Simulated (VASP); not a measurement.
# Ga (Im-3m) in VASP: further runs, part 2 of 2

VASP 6.6.1. The steps go on from the part before.

## (4) Relaxation of cell and atoms, PBE

This run uses another cell than the first one, of 19.59 Å³/atom, 1.021 times its volume.

The input, INCAR:

```
SYSTEM = Ga
PREC     = Accurate       ! precision mode
ENCUT    = 600            ! plane-wave cutoff, eV
EDIFF    = 1E-6           ! SCF threshold, eV
ISMEAR   = -1             ! smearing method
SIGMA    = 0.1            ! smearing width, eV
LREAL    = .FALSE.        ! projectors in reciprocal space
LASPH    = .TRUE.         ! aspherical terms in the spheres
NELM     = 80             ! most SCF steps
ALGO     = Normal         ! electronic algorithm
ISIF     = 3              ! what is computed and relaxed
LWAVE    = .FALSE.        ! write WAVECAR
LCHARG   = .FALSE.        ! write CHGCAR
GGA      = PE             ! functional
IBRION   = 2              ! ionic algorithm
NSW      = 80             ! ionic steps
EDIFFG   = -0.01          ! ionic threshold
```

The input, KPOINTS:

```
Automatic mesh
0
G
  13 13 13
  0 0 0
```

The input, POSCAR:

```
Ga
1.0
   -1.6983540166      1.6983540166      1.6983540166
    1.6983540166     -1.6983540166      1.6983540166
    1.6983540166      1.6983540166     -1.6983540166
Ga
1
Direct
    0.0000000000      0.0000000000      0.0000000000
```

Potentials or basis: VASP PAW PBE potentials, release 64 (Ga_d).

Run with:

```console
$ cat potpaw_PBE.64/Ga_d/POTCAR > POTCAR
$ mpirun -np 1 vasp_std > vasp.out
```

OUTCAR:

```text
SYSTEM = Ga
   PREC = Accurate
   ENCUT = 600
   EDIFF = 1E-6
   ISMEAR = -1
   LREAL = .FALSE.
   LASPH = .TRUE.
   NELM = 80
   ISIF = 3
   GGA = PE
   IBRION = 2
   NSW = 80
   EDIFFG = -0.01

 ion  position               nearest neighbor table
   1  0.000  0.000  0.000-

  LATTYP: Found a body centered cubic cell.
 ALAT       =     3.3967080332

  Lattice vectors:

 A1 = (  -1.6983540166,   1.6983540166,   1.6983540166)
 A2 = (   1.6983540166,  -1.6983540166,   1.6983540166)
 A3 = (   1.6983540166,   1.6983540166,  -1.6983540166)

Analysis of symmetry for initial positions (statically):
=====================================================================
 Subroutine PRICEL returns:
[... 359 lines left out ...]
 Fermi energy:         5.3904823338

 k-point     1 :       0.0000    0.0000    0.0000
  band No.  band energies     occupation
      1      -9.5344      2.00000
      2      -9.5344      2.00000
      3      -9.5344      2.00000
      4      -9.3558      2.00000
      5      -9.3558      2.00000
      6      -5.5126      2.00000
      7      17.7178      0.00000
      8      17.7178      0.00000
      9      17.7178      0.00000
     10      22.3619      0.00000
[... 287 lines left out ...]
 k-point    24 :       0.2308    0.0769    0.0769
  band No.  band energies     occupation
      1      -9.5815      2.00000
      2      -9.5442      2.00000
      3      -9.3763      2.00000
      4      -9.3571      2.00000
      5      -9.3447      2.00000
      6      -2.6182      2.00000
      7       7.6971      0.00000
      8      11.3482      0.00000
      9      12.5292      0.00000
     10      20.3466      0.00000

 [... further k-points ...]

------------------------ aborting loop because EDIFF is reached ----------------------------------------

  FORCE on cell =-STRESS in cart. coord.  units (eV):
  Direction    XX          YY          ZZ          XY          YZ          ZX
  --------------------------------------------------------------------------------------
  -------------------------------------------------------------------------------------
  Total       -0.0059639     -0.0059639     -0.0059639     -0.0000000      0.0000000      0.0000000
  in kB       -0.4967813     -0.4967813     -0.4967813     -0.0000000      0.0000000      0.0000000
  external PRESSURE =      -0.4967813 kB  Pullay stress =       0.0000000 kB
[... 16 lines left out ...]
  FREE ENERGIE OF THE ION-ELECTRON SYSTEM (eV)
  ---------------------------------------------------
  free  energy   TOTEN  =        -2.8802216533 eV

  energy  without entropy=       -2.8676165808  energy(sigma->0) =       -2.87391912

 reached required accuracy - stopping structural energy minimisation
```

CONTCAR:

```text
Ga
   1.00000000000000
    -1.6878642245788502    1.6878642245788502    1.6878642245788502
     1.6878642245788502   -1.6878642245788502    1.6878642245788502
     1.6878642245788502    1.6878642245788502   -1.6878642245788502
  Ga
     1
Direct
     1.0000000000000000    0.0000000000000000    1.0000000000000000

  0.00000000E+00  0.00000000E+00  0.00000000E+00
```

It took 50 s on 1 thread of Intel Xeon 8259CL, shared host; peak memory 0.16 GiB.

Results:

```yaml
Free_energy: -2.8802 eV
Relaxed_volume: 19.23 Å³/atom
Relaxed_cell: a = 2.923 Å, b = 2.923 Å, c = 2.923 Å, α = 109.47°, β = 109.47°, γ = 109.47°
Space_group_after_relaxing_to_0.05_Å: Im-3m (No. 229)
Energy_gained_by_relaxing: 1.2 meV/atom
Ionic_steps: 6
Pressure_after_relaxing: 0.0 GPa
```

Step by step:
| step | energy change (eV) | largest force (eV/Å) | pressure (GPa) | volume (Å³) |
| --- | --- | --- | --- | --- |
| 1 | 0.0000 | 0.0000 | -0.95 | 19.59 |
| 2 | -0.0012 | 0.0000 | 0.14 | 19.27 |
| 3 | -0.0011 | 0.0000 | -0.26 | 19.29 |
| 4 | -0.0011 | 0.0000 | -0.17 | 19.27 |
| 5 | -0.0012 | 0.0000 | -0.16 | 19.26 |
| 6 | -0.0012 | 0.0000 | -0.05 | 19.23 |

Final structure:
```yaml
crystal:
  lattice:
    - [-1.68786, 1.68786, 1.68786]
    - [1.68786, -1.68786, 1.68786]
    - [1.68786, 1.68786, -1.68786]
  atoms:
    - { symbol: Ga, position: [0.00000, 0.00000, 0.00000] }
```

## (5) Single point, PBE (volume scaled by 0.92)

The input, INCAR:

```
SYSTEM = Ga
  ALGO = Normal
  EDIFF = 1E-6
  ENCUT = 520
  GGA = PE
  ISIF = 2
  ISMEAR = -1
  LASPH = .TRUE.
  LCHARG = .FALSE.
  LREAL = .FALSE.
  LWAVE = .FALSE.
  NBANDS = 12
  NELM = 60
  PREC = Accurate
  SIGMA = 0.1
```

The input, KPOINTS:

```
k-points
0
G
  21 21 21
  0 0 0
```

The input, POSCAR:

```
Ga
1.0
   -1.6401747595      1.6401747595      1.6401747595
    1.6401747595     -1.6401747595      1.6401747595
    1.6401747595      1.6401747595     -1.6401747595
Ga
1
Direct
    0.0000000000      0.0000000000      0.0000000000
```

Potentials or basis: VASP PAW PBE potentials, release 64 (Ga_d).

Run with:

```console
$ cat potpaw_PBE.64/Ga_d/POTCAR > POTCAR
$ mpirun -np 1 vasp_std > vasp.out
```

OUTCAR:

```text
SYSTEM = Ga
   EDIFF = 1E-6
   ENCUT = 520
   GGA = PE
   ISIF = 2
   ISMEAR = -1
   LASPH = .TRUE.
   LREAL = .FALSE.
   NELM = 60
   PREC = Accurate

 ion  position               nearest neighbor table
   1  0.000  0.000  0.000-

  LATTYP: Found a body centered cubic cell.
 ALAT       =     3.2803495190

  Lattice vectors:

 A1 = (  -1.6401747595,   1.6401747595,   1.6401747595)
 A2 = (   1.6401747595,  -1.6401747595,   1.6401747595)
 A3 = (   1.6401747595,   1.6401747595,  -1.6401747595)

Analysis of symmetry for initial positions (statically):
=====================================================================
 Subroutine PRICEL returns:
 Original cell was already a primitive cell.

 Routine SETGRP: Setting up the symmetry group for a
 body centered cubic supercell.

 Subroutine GETGRP returns: Found 48 space group operations
 (whereof 48 operations were pure point group operations)
 out of a pool of 48 trial point group operations.

The static configuration has the point symmetry O_h .

Analysis of symmetry for dynamics (positions and initial velocities):
[... 165 lines left out ...]
  band No.  band energies     occupation
      1      -8.8005      2.00000
      2      -8.8005      2.00000
      3      -8.8005      2.00000
      4      -8.5813      2.00000
      5      -8.5813      2.00000
      6      -5.3649      2.00000
      7      19.6092      0.00000
      8      19.6092      0.00000
      9      19.6092      0.00000
     10      24.0702      0.00000
     11      24.0703      0.00000
     12      24.0703      0.00000
[... 331 lines left out ...]
 k-point    24 :       0.1905    0.0952    0.0000
  band No.  band energies     occupation
      1      -8.8410      2.00000
      2      -8.7990      2.00000
      3      -8.6370      2.00000
      4      -8.6162      2.00000
      5      -8.5812      2.00000
      6      -3.5250      2.00000
      7      11.3828      0.00000
      8      14.0300      0.00000
      9      16.4233      0.00000
     10      20.4451      0.00000
     11      21.7937      0.00000
     12      23.6863      0.00000

 [... further k-points ...]

------------------------ aborting loop because EDIFF is reached ----------------------------------------

  FORCE on cell =-STRESS in cart. coord.  units (eV):
  Direction    XX          YY          ZZ          XY          YZ          ZX
  --------------------------------------------------------------------------------------
  -------------------------------------------------------------------------------------
  Total        0.5622427      0.5622427      0.5622427     -0.0000000     -0.0000000      0.0000000
  in kB       51.0392208     51.0392208     51.0392208     -0.0000000     -0.0000000      0.0000000
  external PRESSURE =      51.0392208 kB  Pullay stress =       0.0000000 kB

 VOLUME and BASIS-vectors are now :
 -----------------------------------------------------------------------------
  energy-cutoff  :      520.00
  volume of cell :       17.65
      direct lattice vectors                 reciprocal lattice vectors
    -1.640174760  1.640174760  1.640174760     0.000000000  0.304845564  0.304845564
     1.640174760 -1.640174760  1.640174760     0.304845564  0.000000000  0.304845564
     1.640174760  1.640174760 -1.640174760     0.304845564  0.304845564  0.000000000

 POSITION                                       TOTAL-FORCE (eV/Angst)
 -----------------------------------------------------------------------------------
      0.00000      0.00000      0.00000        -0.000000     -0.000000     -0.000000
 -----------------------------------------------------------------------------------
    total drift:                                0.000000      0.000000     -0.000000

  FREE ENERGIE OF THE ION-ELECTRON SYSTEM (eV)
  ---------------------------------------------------
  free  energy   TOTEN  =        -2.8558198805 eV

  energy  without entropy=       -2.8433556989  energy(sigma->0) =       -2.84958779
```

Wall time 52 s (1 thread of Intel Xeon 8259CL, shared host); peak memory 0.19 GiB.

Results:

```yaml
Free_energy: -2.8558 eV
Pressure: 5.1 GPa
```

Levels at points of the mesh, in eV from the Fermi level:
```csv
k point,band 4,band 5,band 6,band 7,band 8,band 9
"(0.00, 0.00, 0.00)",-14.79,-14.79,-11.57,13.40,13.40,13.40
```

Caveat: the cell differs from its parent crystal (volume scaled by 0.92).

## (6) Single point, PBE (volume scaled by 0.96)

The input, INCAR:

```
PREC = Accurate
ENCUT = 520
EDIFF = 1E-7
ISMEAR = -1
SIGMA = 0.1
LREAL = F
LASPH = T
NELM = 100
ALGO = Normal
ISIF = 2
LWAVE = F
LCHARG = F
GGA = PE
NBANDS = 12
```

The input, KPOINTS:

```
Automatic mesh
0
Gamma
  21 21 21
```

The input, POSCAR:

```
Ga
1.0
   -1.6636089936      1.6636089936      1.6636089936
    1.6636089936     -1.6636089936      1.6636089936
    1.6636089936      1.6636089936     -1.6636089936
Ga
1
Direct
    0.0000000000      0.0000000000      0.0000000000
```

Potentials or basis: VASP PAW PBE potentials, release 64 (Ga_d).

Run with:

```console
$ cat potpaw_PBE.64/Ga_d/POTCAR > POTCAR
$ mpirun -np 1 vasp_std > vasp.out
```

Run time: 54 s. Hardware: 1 thread of Intel Xeon 8259CL, shared host; peak memory 0.18 GiB.

Results (log left out):

* Free energy: -2.8734 eV
* Pressure: 2.3 GPa

Levels at points of the mesh, in eV from the Fermi level:
```
           k point  band 3  band 4  band 5  band 6  band 7  band 8  band 9  band 10
(0.00, 0.00, 0.00)  -14.96  -14.76  -14.76  -11.23   12.87   12.87   12.87    17.42
```

Caveat: the cell differs from its parent crystal (volume scaled by 0.96).

## (7) The runs side by side

| task | cell | k mesh | cutoff (eV) | gap on the mesh (eV) | pressure (GPa) |
| --- | --- | --- | --- | --- | --- |
| single point | a = 2.921 Å, angles 109.5°, 1 atom | 13 × 13 × 13 | 520 | none | 0.1 |
| single point | a = 2.799 Å, angles 109.5°, 1 atom | 21 × 21 × 21 | 520 | none | 8.6 |
| relaxation of cell and atoms | relaxed from a = 2.942 Å, angles 109.5°, 1 atom | 13 × 13 × 13 | 600 | none | 0.0 |
| single point | a = 2.841 Å, angles 109.5°, 1 atom | 21 × 21 × 21 | 520 | none | 5.1 |
| single point | a = 2.881 Å, angles 109.5°, 1 atom | 21 × 21 × 21 | 520 | none | 2.3 |

Alike in all rows: level PBE; potentials or basis VASP PAW PBE potentials, release 64 (Ga_d); no spin polarisation; smearing fermi-dirac 0.1 eV.

Absolute energies hang on the potentials; compare differences alone.
